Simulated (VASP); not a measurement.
# Pd in VASP: a series of runs

Pd is run at these levels: PBE; tasks: electric field gradients.

Everything below comes from runs of VASP 6.6.1. Logs are shortened: lines on timing, memory, paths and dates and some standing lists are left out, and cuts for length are marked.

## 1. The cell of the first run

Symmetry: Fm-3m, No. 225, cubic system. Conventional cell: a = 3.877 Å, b = 3.877 Å, c = 3.877 Å, α = 90.00°, β = 90.00°, γ = 90.00°. Pd (site symmetry m-3m) has 12 Pd at 2.74 Å within 3.6 Å.

## 2. Electric field gradients, PBE (volume scaled by 0.99)

File INCAR:

```
ALGO = Normal
EDIFF = 1E-8
ENCUT = 520
GGA = PE
ISIF = 2
ISMEAR = -1
LASPH = True
LCHARG = False
LEFG = True
LREAL = False
LWAVE = False
NBANDS = 11
NELM = 60
PREC = Accurate
SIGMA = 0.05
```

File KPOINTS:

```
k-points
0
Gamma
  18 18 18
```

File POSCAR:

```
Pd
1.0
    0.0000000000      1.9383952691      1.9383952691
    1.9383952691      0.0000000000      1.9383952691
    1.9383952691      1.9383952691      0.0000000000
Pd
1
Direct
    0.0000000000      0.0000000000      0.0000000000
```

Potentials or basis: VASP PAW PBE potentials, release 64 (Pd).

Launch:

```console
$ cat potpaw_PBE.64/Pd/POTCAR > POTCAR
$ mpirun -np 1 vasp_std > vasp.out
```

OUTCAR:

```text
EDIFF = 1E-8
   ENCUT = 520
   GGA = PE
   ISIF = 2
   ISMEAR = -1
   LASPH = True
   LREAL = False
   NELM = 60
   PREC = Accurate

 ion  position               nearest neighbor table
   1  0.000  0.000  0.000-

  LATTYP: Found a face centered cubic cell.
 ALAT       =     3.8767905382

  Lattice vectors:

 A1 = (   0.0000000000,   1.9383952691,   1.9383952691)
 A2 = (   1.9383952691,   0.0000000000,   1.9383952691)
 A3 = (   1.9383952691,   1.9383952691,   0.0000000000)

Analysis of symmetry for initial positions (statically):
=====================================================================
 Subroutine PRICEL returns:
 Original cell was already a primitive cell.

 Routine SETGRP: Setting up the symmetry group for a
 face centered cubic supercell.

 Subroutine GETGRP returns: Found 48 space group operations
 (whereof 48 operations were pure point group operations)
 out of a pool of 48 trial point group operations.

The static configuration has the point symmetry O_h .

Analysis of symmetry for dynamics (positions and initial velocities):
=====================================================================
 Subroutine PRICEL returns:
 Original cell was already a primitive cell.

 Routine SETGRP: Setting up the symmetry group for a
 face centered cubic supercell.

 Subroutine GETGRP returns: Found 48 space group operations
 (whereof 48 operations were pure point group operations)
 out of a pool of 48 trial point group operations.

The dynamic configuration has the point symmetry O_h .

 Subroutine INISYM returns: Found 48 space group operations
 (whereof 48 operations are pure point group operations),
 and found     1 'primitive' translations

----------------------------------------------------------------------------------------

                                     Primitive cell

  volume of cell :      14.5666

  direct lattice vectors                    reciprocal lattice vectors
     0.000000000  1.938395269  1.938395269    -0.257945326  0.257945326  0.257945326
     1.938395269  0.000000000  1.938395269     0.257945326 -0.257945326  0.257945326
     1.938395269  1.938395269  0.000000000     0.257945326  0.257945326 -0.257945326
[... 123 lines left out ...]
  ext. energy  EPLUGINS =         0.00000000
  ---------------------------------------------------
  free energy    TOTEN  =        -5.20904693 eV

  energy without entropy =       -5.19125082  energy(sigma->0) =       -5.20014887

 E-fermi :   9.9978     XC(G=0): -13.2636

 val. band max:        9.9947203173   @ k =  -0.4444   0.3889   0.1111
 cond. band min:      10.0002562471   @ k =   0.3889   0.0556   0.0000
 fundamental gap:      0.0055359299
 Fermi energy:         9.9978137275

 k-point     1 :       0.0000    0.0000    0.0000
  band No.  band energies     occupation
      1       2.7591      2.00000
      2       7.0991      2.00000
      3       7.0991      2.00000
      4       7.0991      2.00000
      5       8.7429      2.00000
      6       8.7429      2.00000
      7      27.1944      0.00000
      8      32.0438      0.00000
      9      32.0438      0.00000
     10      32.0438      0.00000
     11      36.1744      0.00000
[... 309 lines left out ...]
 k-point    24 :      -0.2222    0.0556    0.0000
  band No.  band energies     occupation
      1       4.4825      2.00000
      2       6.8749      2.00000
      3       7.4294      2.00000
      4       7.4640      2.00000
      5       8.6196      2.00000
      6       9.1574      2.00000
      7      25.0339      0.00000
      8      28.2857      0.00000
      9      32.3595      0.00000
     10      34.7035      0.00000
     11      35.1165      0.00000

 [... further k-points ...]

------------------------ aborting loop because EDIFF is reached ----------------------------------------

  FORCE on cell =-STRESS in cart. coord.  units (eV):
  Direction    XX          YY          ZZ          XY          YZ          ZX
  --------------------------------------------------------------------------------------
  -------------------------------------------------------------------------------------
  Total        0.8542381      0.8542381      0.8542381      0.0000000      0.0000000      0.0000000
  in kB       93.9577267     93.9577267     93.9577267      0.0000000      0.0000000      0.0000000
  external PRESSURE =      93.9577267 kB  Pullay stress =       0.0000000 kB

 VOLUME and BASIS-vectors are now :
 -----------------------------------------------------------------------------
  energy-cutoff  :      520.00
  volume of cell :       14.57
      direct lattice vectors                 reciprocal lattice vectors
     0.000000000  1.938395269  1.938395269    -0.257945326  0.257945326  0.257945326
     1.938395269  0.000000000  1.938395269     0.257945326 -0.257945326  0.257945326
     1.938395269  1.938395269  0.000000000     0.257945326  0.257945326 -0.257945326

 POSITION                                       TOTAL-FORCE (eV/Angst)
 -----------------------------------------------------------------------------------
      0.00000      0.00000      0.00000        -0.000000     -0.000000     -0.000000
 -----------------------------------------------------------------------------------
    total drift:                                0.000000     -0.000000     -0.000000

  FREE ENERGIE OF THE ION-ELECTRON SYSTEM (eV)
  ---------------------------------------------------
  free  energy   TOTEN  =        -5.2090469336 eV

  energy  without entropy=       -5.1912508156  energy(sigma->0) =       -5.20014887

 Electric field gradients (V/A^2)
---------------------------------------------------------------------
 ion       V_xx      V_yy      V_zz      V_xy      V_xz      V_yz
---------------------------------------------------------------------
   1       0.000    -0.000     0.000     0.000     0.000     0.000
---------------------------------------------------------------------

 Electric field gradients after diagonalization (V/A^2)
 (convention: |V_zz| > |V_xx| > |V_yy|)
----------------------------------------------------------------------
 ion       V_xx      V_yy      V_zz     asymmetry (V_yy - V_xx)/ V_zz
----------------------------------------------------------------------
   1      -0.000    -0.000     0.000       0.000
----------------------------------------------------------------------

           NMR quadrupolar parameters

 Cq : quadrupolar parameter    Cq=e*Q*V_zz/h
 eta: asymmetry parameters     (V_yy - V_xx)/ V_zz
 Q  : nuclear electric quadrupole moment in mb (millibarn)
----------------------------------------------------------------------
 ion       Cq(MHz)       eta       Q (mb)
----------------------------------------------------------------------
   1       0.000       0.000       1.000
----------------------------------------------------------------------
```

OSZICAR:

```text
N       E                     dE             d eps       ncg     rms          rms(c)
DAV:   1     0.432183179756E+02    0.43218E+02   -0.51764E+03  4290   0.856E+02
DAV:   2    -0.492581880647E+01   -0.48144E+02   -0.46524E+02  4808   0.184E+02
DAV:   3    -0.548816097180E+01   -0.56234E+00   -0.56030E+00  5162   0.214E+01
DAV:   4    -0.549056655800E+01   -0.24056E-02   -0.24052E-02  5227   0.145E+00
DAV:   5    -0.549059192560E+01   -0.25368E-04   -0.25367E-04  5695   0.136E-01    0.805E+00
DAV:   6    -0.522397037832E+01    0.26662E+00   -0.10533E+00  5286   0.840E+00    0.396E+00
DAV:   7    -0.521289413695E+01    0.11076E-01   -0.27928E-02  5659   0.110E+00    0.201E+00
DAV:   8    -0.520907225672E+01    0.38219E-02   -0.15336E-03  5335   0.353E-01    0.954E-02
DAV:   9    -0.520904318095E+01    0.29076E-04   -0.17676E-04  5443   0.113E-01    0.264E-02
DAV:  10    -0.520904777799E+01   -0.45970E-05   -0.94650E-06  5384   0.274E-02    0.885E-03
DAV:  11    -0.520904693929E+01    0.83870E-06   -0.11692E-07  5629   0.348E-03    0.497E-04
DAV:  12    -0.520904693358E+01    0.57083E-08   -0.28001E-09  4229   0.453E-04
   1 F= -.52090469E+01 E0= -.52001489E+01  d E =-.177961E-01
```

Run time: 34 s. Hardware: 1 thread of Intel Xeon 8259CL, shared host; peak memory 0.15 GiB.

What came out:

| Item | Value |
| --- | --- |
| Free energy | -5.2090 eV |
| Pressure | 9.4 GPa |
| Band gap on the k mesh | zero (band 5 reaches 10.30 eV, above the bottom of band 6 at 8.68 eV) |

Levels at points of the mesh, in eV from the Fermi level:
```tsv
k point	band 1	band 2	band 3	band 4	band 5	band 6	band 7	band 8	band 9	band 10
(0.00, 0.00, 0.00)	-7.24	-2.90	-2.90	-2.90	-1.25	-1.25	17.20	22.05	22.05	22.05
(0.50, 0.00, 0.00)	-5.40	-2.95	-2.95	-0.03	-0.03	0.99	7.42	16.56	21.23	21.23
(0.50, 0.50, 0.00)	-5.50	-5.21	-0.06	0.30	0.30	3.35	10.90	13.28	13.28	21.76
```

Caveat: without QUAD_EFG the Cq values of the log hold for a quadrupole moment of 1 mb, not for the nuclei.

## 3. Electric field gradients, PBE (volume scaled by 1.01)

File INCAR:

```
SYSTEM = Pd
  ALGO = Normal
  EDIFF = 1E-8
  ENCUT = 520
  GGA = PE
  ISIF = 2
  ISMEAR = -1
  LASPH = .TRUE.
  LCHARG = .FALSE.
  LEFG = .TRUE.
  LREAL = .FALSE.
  LWAVE = .FALSE.
  NBANDS = 11
  NELM = 80
  PREC = Accurate
  SIGMA = 0.05
```

File KPOINTS:

```
k-points
0
G
  18 18 18
  0 0 0
```

File POSCAR:

```
Pd
1.0
    0.0000000000      1.9513615093      1.9513615093
    1.9513615093      0.0000000000      1.9513615093
    1.9513615093      1.9513615093      0.0000000000
Pd
1
Direct
    0.0000000000      0.0000000000      0.0000000000
```

Potentials or basis: VASP PAW PBE potentials, release 64 (Pd).

Launch:

```console
$ cat potpaw_PBE.64/Pd/POTCAR > POTCAR
$ mpirun -np 1 vasp_std > vasp.out
```

OUTCAR:

```text
SYSTEM = Pd
   EDIFF = 1E-8
   ENCUT = 520
   GGA = PE
   ISIF = 2
   ISMEAR = -1
   LASPH = .TRUE.
   LREAL = .FALSE.
   NELM = 80
   PREC = Accurate

 ion  position               nearest neighbor table
   1  0.000  0.000  0.000-

  LATTYP: Found a face centered cubic cell.
 ALAT       =     3.9027230186

  Lattice vectors:

 A1 = (   0.0000000000,   1.9513615093,   1.9513615093)
 A2 = (   1.9513615093,   0.0000000000,   1.9513615093)
 A3 = (   1.9513615093,   1.9513615093,   0.0000000000)

[... 542 lines left out ...]
    total drift:                               -0.000000      0.000000     -0.000000

  FREE ENERGIE OF THE ION-ELECTRON SYSTEM (eV)
  ---------------------------------------------------
  free  energy   TOTEN  =        -5.2225929315 eV

  energy  without entropy=       -5.2043132955  energy(sigma->0) =       -5.21345311

 Electric field gradients (V/A^2)
---------------------------------------------------------------------
 ion       V_xx      V_yy      V_zz      V_xy      V_xz      V_yz
---------------------------------------------------------------------
   1       0.000     0.000    -0.000    -0.000    -0.000    -0.000
---------------------------------------------------------------------

 Electric field gradients after diagonalization (V/A^2)
 (convention: |V_zz| > |V_xx| > |V_yy|)
----------------------------------------------------------------------
 ion       V_xx      V_yy      V_zz     asymmetry (V_yy - V_xx)/ V_zz
----------------------------------------------------------------------
   1       0.000     0.000    -0.001       0.000
----------------------------------------------------------------------

           NMR quadrupolar parameters

 Cq : quadrupolar parameter    Cq=e*Q*V_zz/h
 eta: asymmetry parameters     (V_yy - V_xx)/ V_zz
 Q  : nuclear electric quadrupole moment in mb (millibarn)
----------------------------------------------------------------------
 ion       Cq(MHz)       eta       Q (mb)
----------------------------------------------------------------------
   1      -0.000       0.000       1.000
----------------------------------------------------------------------
```

It took 41 s on 1 thread of Intel Xeon 8259CL, shared host; peak memory 0.16 GiB.

Results:

| Item | Value |
| --- | --- |
| Free energy | -5.2226 eV |
| Pressure | 5.2 GPa |
| Band gap on the k mesh | zero (band 5 reaches 9.94 eV, above the bottom of band 6 at 8.38 eV) |

Levels at points of the mesh, in eV from the Fermi level:
```csv
k point,band 2,band 3,band 4,band 5,band 6,band 7,band 8,band 9
"(0.00, 0.00, 0.00)",-2.81,-2.81,-2.81,-1.22,-1.22,17.19,21.92,21.92
"(0.50, 0.00, 0.00)",-2.85,-2.85,-0.03,-0.03,1.03,7.26,16.54,21.03
"(0.50, 0.50, 0.00)",-5.05,-0.06,0.28,0.28,3.35,10.69,13.17,13.17
```

Caveat: without QUAD_EFG the Cq values of the log hold for a quadrupole moment of 1 mb, not for the nuclei.

## 4. Electric field gradients, PBE (equal xx and yy strain of -3 %)

File INCAR:

```
SYSTEM = Pd
PREC     = Accurate       ! precision mode
ENCUT    = 520            ! plane-wave cutoff, eV
EDIFF    = 1E-8           ! SCF threshold, eV
ISMEAR   = -1             ! smearing method
SIGMA    = 0.05           ! smearing width, eV
LREAL    = .False.        ! projectors in reciprocal space
LASPH    = .True.         ! aspherical terms in the spheres
NELM     = 80             ! most SCF steps
ALGO     = Normal         ! electronic algorithm
ISIF     = 2              ! what is computed and relaxed
LWAVE    = .False.        ! write WAVECAR
LCHARG   = .False.        ! write CHGCAR
GGA      = PE             ! functional
LEFG     = .True.       
NBANDS   = 11             ! bands
```

File KPOINTS:

```
Automatic mesh
0
Gamma
  18 18 18
  0 0 0
```

File POSCAR:

```
Pd
1.0
    0.0000000000      1.8865530000      1.9449000000
    1.8865530000      0.0000000000      1.9449000000
    1.8865530000      1.8865530000      0.0000000000
Pd
1
Direct
    0.0000000000      0.0000000000      0.0000000000
```

Potentials or basis: VASP PAW PBE potentials, release 64 (Pd).

Launch:

```console
$ cat potpaw_PBE.64/Pd/POTCAR > POTCAR
$ mpirun -np 1 vasp_std > vasp.out
```

OUTCAR:

```text
SYSTEM = Pd
   PREC = Accurate
   ENCUT = 520
   EDIFF = 1E-8
   ISMEAR = -1
   LREAL = .False.
   LASPH = .True.
   NELM = 80
   ISIF = 2
   GGA = PE

 ion  position               nearest neighbor table
   1  0.000  0.000  0.000-

  LATTYP: Found a body centered tetragonal cell.
 ALAT       =     2.6679888387
 C/A-ratio  =     1.4579521262

  Lattice vectors:

 A1 = (  -1.8865530000,   0.0000000000,   1.9449000000)
 A2 = (   1.8865530000,   0.0000000000,   1.9449000000)
 A3 = (   0.0000000000,   1.8865530000,  -1.9449000000)

Analysis of symmetry for initial positions (statically):
[... 539 lines left out ...]

  FREE ENERGIE OF THE ION-ELECTRON SYSTEM (eV)
  ---------------------------------------------------
  free  energy   TOTEN  =        -5.1369090221 eV

  energy  without entropy=       -5.1204678447  energy(sigma->0) =       -5.12868843

 Electric field gradients (V/A^2)
---------------------------------------------------------------------
 ion       V_xx      V_yy      V_zz      V_xy      V_xz      V_yz
---------------------------------------------------------------------
   1       1.610     1.610    -3.221     0.001     0.000     0.000
---------------------------------------------------------------------

 Electric field gradients after diagonalization (V/A^2)
 (convention: |V_zz| > |V_xx| > |V_yy|)
----------------------------------------------------------------------
 ion       V_xx      V_yy      V_zz     asymmetry (V_yy - V_xx)/ V_zz
----------------------------------------------------------------------
   1       1.612     1.609    -3.221       0.001
----------------------------------------------------------------------

           NMR quadrupolar parameters

 Cq : quadrupolar parameter    Cq=e*Q*V_zz/h
 eta: asymmetry parameters     (V_yy - V_xx)/ V_zz
 Q  : nuclear electric quadrupole moment in mb (millibarn)
----------------------------------------------------------------------
 ion       Cq(MHz)       eta       Q (mb)
----------------------------------------------------------------------
   1      -0.008       0.001       1.000
----------------------------------------------------------------------
```

Wall time 80 s (1 thread of AMD EPYC 7R43 (Zen 3), shared host); peak memory 0.15 GiB.

What came out:

```
Free energy            : -5.1369 eV
Pressure               : 22.1 GPa
Band gap on the k mesh : zero (band 5 reaches 11.35 eV, above the bottom of band 6 at 9.46 eV)
```

Levels at points of the mesh, in eV from the Fermi level:
```
           k point  band 3  band 4  band 5  band 6  band 7  band 8
(0.00, 0.00, 0.00)   -3.04   -3.04   -1.53   -1.20   17.21   21.80
(0.50, 0.00, 0.00)   -3.06   -0.09    0.04    0.87    7.86   16.55
(0.50, 0.50, 0.00)   -0.04    0.32    0.32    2.93   10.89   13.95
(0.50, 0.00, 0.50)   -0.07    0.21    0.45    3.56   11.74   13.26
```

Electric field gradients, principal values (V/Å²):
```
atom  least  middle  greatest (by size)
1 Pd  1.609   1.612              -3.221
```

Caveat: the cell differs from its parent crystal (equal xx and yy strain of -3 %); without QUAD_EFG the Cq values of the log hold for a quadrupole moment of 1 mb, not for the nuclei.

## 5. The runs side by side

| cell | gap on the mesh (eV) | pressure (GPa) |
| --- | --- | --- |
| a = 2.741 Å, angles 60.0°, 1 atom | none | 9.4 |
| a = 2.760 Å, angles 60.0°, 1 atom | none | 5.2 |
| a = 2.710, b = 2.710, c = 2.668 Å, angles 60.5, 60.5, 59.0°, 1 atom | none | 22.1 |

Alike in all rows: task electric field gradients; level PBE; potentials or basis VASP PAW PBE potentials, release 64 (Pd); no spin polarisation; k mesh 18 × 18 × 18; cutoff (eV) 520; smearing fermi-dirac 0.05 eV.

Total energies depend on the potentials used, so only differences within one code and one set of settings carry meaning.
